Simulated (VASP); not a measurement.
TePb:

```
Pb Te
1.0
     0.00000    3.26784    3.26784
     3.13059    0.00000    3.26784
     3.13059    3.26784    0.00000
Pb Te
1 1
Direct
  0.00000 0.00000 0.00000
  0.50000 0.50000 0.50000
```

This cell differs from its parent crystal: uniaxial x strain -4.2%.

Base run:

```yaml
Program: VASP 6.6.1
Functional: r2SCAN
Potentials_or_basis: VASP PAW PBE potentials, release 64 (Pb_d, Te)
Cutoff: 520 eV
k_mesh: 8 × 8 × 8
Occupations: gaussian, width 0.01 eV
Spin: no spin polarisation
```

Its results: band gap on the k mesh 0.88 eV; pressure 2.3 GPa.

Q: The run is repeated on the same cell with these changes: functional from r2SCAN to PBE; occupations from gaussian, width 0.01 eV to fermi-dirac, width 0.02 eV. What comes out?

A: Band gap on the k mesh 0.62 eV; pressure 2.8 GPa.

Caveats: spin-orbit coupling is left out, which moves the levels of the heavy elements; the PAW data sets were made with another functional, which shifts forces and pressure a little (at least some runs).

A k mesh can miss the band edges.
